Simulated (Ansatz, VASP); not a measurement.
# Two plane-wave programs on KHf3O2

The input INCAR:

```
PREC     = Accurate       # precision mode
ENCUT    = 520            # plane-wave cutoff, eV
EDIFF    = 1E-6           # SCF threshold, eV
ISMEAR   = 0              # smearing method
SIGMA    = 0.1            # smearing width, eV
LREAL    = F              # projectors in reciprocal space
LASPH    = T              # aspherical terms in the spheres
NELM     = 100            # most SCF steps
ALGO     = Normal         # electronic algorithm
ISIF     = 2              # what is computed and relaxed
LWAVE    = F              # write WAVECAR
LCHARG   = F              # write CHGCAR
GGA      = PE             # functional
NBANDS   = 34             # bands
```

The input KPOINTS:

```
Automatic mesh
0
Gamma
  6 6 2
```

The input POSCAR:

```
KHf3O2
1.0
    4.1919381700      0.0000000000      0.0000000000
   -2.0959690900      3.6303249500      0.0000000000
    0.0000000000      0.0000000000      8.2342679200
K Hf O
1 3 2
Direct
    0.6666666700      0.3333333300      0.0000000000
    0.6666666700      0.3333333300      0.5000000000
    0.0000000000      0.0000000000      0.0000000000
    0.0000000000      0.0000000000      0.5000000000
    0.3333333300      0.6666666700      0.2478150000
    0.3333333300      0.6666666700      0.7521850000
```

Input for Ansatz:

```yaml
crystal:
  lattice:
    - [4.19193817, 0.0, 0.0]
    - [-2.09596909, 3.63032495, 0.0]
    - [0.0, 0.0, 8.23426792]
  atoms:
    - { symbol: K, position: [0.66666667, 0.33333333, 0.0] }
    - { symbol: Hf, position: [0.66666667, 0.33333333, 0.5] }
    - { symbol: Hf, position: [0.0, 0.0, 0.0] }
    - { symbol: Hf, position: [0.0, 0.0, 0.5] }
    - { symbol: O, position: [0.33333333, 0.66666667, 0.247815] }
    - { symbol: O, position: [0.33333333, 0.66666667, 0.752185] }
basis:
  ecutwfc: 420
kpoints:
  mp_grid: { grid: [6, 6, 2] }
hamiltonian:
  xc: pbe
scf:
  occupations: { method: gaussian, width: 0.1 }
  lower_state_search: "off"
output:
  forces: true
  stress: true
  eigenvalues: true
```

Change from the starting cell: species swapped into the Gd2CoNi3 type (P-6m2, No. 187).

Alike in both runs: task single point; functional PBE; k mesh 6 × 6 × 2; occupations gaussian, width 0.1 eV; no spin polarisation.

|  | VASP | Ansatz |
| --- | --- | --- |
| version | VASP 6.6.1 | Ansatz 0.2.0 |
| potentials or method | VASP PAW PBE potentials, release 64 (K_sv, Hf_pv, O), cutoff 520 eV | scalar-relativistic, plane waves, PAW |
| valence electrons in the cell | 51 | 99 |

```tsv
	VASP	Ansatz	Ansatz less VASP
gap on the k mesh at the Fermi level (eV)	none	none	-
pressure (GPa)	4.1	4.4	+0.30
traceless stress, the component that is largest in VASP (GPa)	-23.98	-24.16	-0.174
rms of the force components (eV/Å)	0.210	0.218	+0.0072
```

Atom by atom the forces differ by 0.007 eV/Å (rms over components). A gap of «none» marks a metal or a gap that the smearing closes. The functional is the same, so the differences come from potentials, cutoffs and numerics. VASP's potentials hold 51 valence electrons a cell and Ansatz's 99, so a difference there can come from the potentials and not from the codes.

The k mesh is coarse, so the values compare programs but aren't converged. Spin-orbit coupling is off throughout.
